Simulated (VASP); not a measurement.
**Ge3Cl: single point with PBE**

Ge3Cl:

```xyz
8
Lattice="7.2330 0.0000 0.0000 -3.6165 6.2639 0.0000 0.0000 0.0000 4.3956" Properties=species:S:1:pos:R:3 pbc="T T T"
Ge    1.4559    0.8405    3.2967
Ge    5.7771    0.8405    3.2967
Ge    3.6165    4.5828    3.2967
Ge    2.1606    5.4234    1.0989
Ge   -2.1606    5.4234    1.0989
Ge    0.0000    1.6811    1.0989
Cl    3.6165    2.0880    1.0989
Cl    0.0000    4.1759    3.2967
```

The cell was generated, and may not be a known phase.

```yaml
Program: VASP 6.6.1
Task: single point
Functional: PBE
Potentials_or_basis: VASP PAW PBE potentials, release 64 (Ge_d, Cl)
Cutoff: 520 eV
k_mesh: 3 × 3 × 4
Occupations: gaussian, width 0.1 eV
Spin: no spin polarisation
```

| Quantity | Value |
| --- | --- |
| Pressure | 0.0 GPa |
| Largest force | 0.031 eV/Å |
| Band gap on the k mesh | zero (bands 49 and 50 overlap by 1.18 eV) |

Forces in eV/Å, atoms in the order of the input:
```
Ge   0.027  0.016  0.000
Ge  -0.027  0.016  0.000
Ge   0.000 -0.031  0.000
Ge  -0.027 -0.016  0.000
Ge   0.027 -0.016  0.000
Ge   0.000  0.031  0.000
Cl   0.000  0.000  0.000
Cl   0.000  0.000  0.000
```

Stress tensor (GPa, compression positive):
```
-0.17  0.00  0.00
 0.00 -0.17  0.00
 0.00  0.00  0.24
```

Levels at points of the mesh, in eV from the Fermi level:
| k point | band 45 | band 46 | band 47 | band 48 | band 49 | band 50 | band 51 | band 52 | band 53 | band 54 |
| --- | --- | --- | --- | --- | --- | --- | --- | --- | --- | --- |
| (0.00, 0.00, 0.00) | -2.13 | -1.82 | -0.67 | -0.67 | -0.10 | 0.44 | 0.44 | 0.93 | 1.52 | 1.52 |
| (0.00, 0.00, 0.50) | -0.78 | -0.78 | -0.78 | -0.78 | 0.02 | 0.02 | 2.92 | 2.92 | 3.39 | 3.39 |

Run time: 3.1 min on 1 thread of Oxide Virtual Turin-like Processor, with other jobs on the host, peak memory 0.31 GiB.
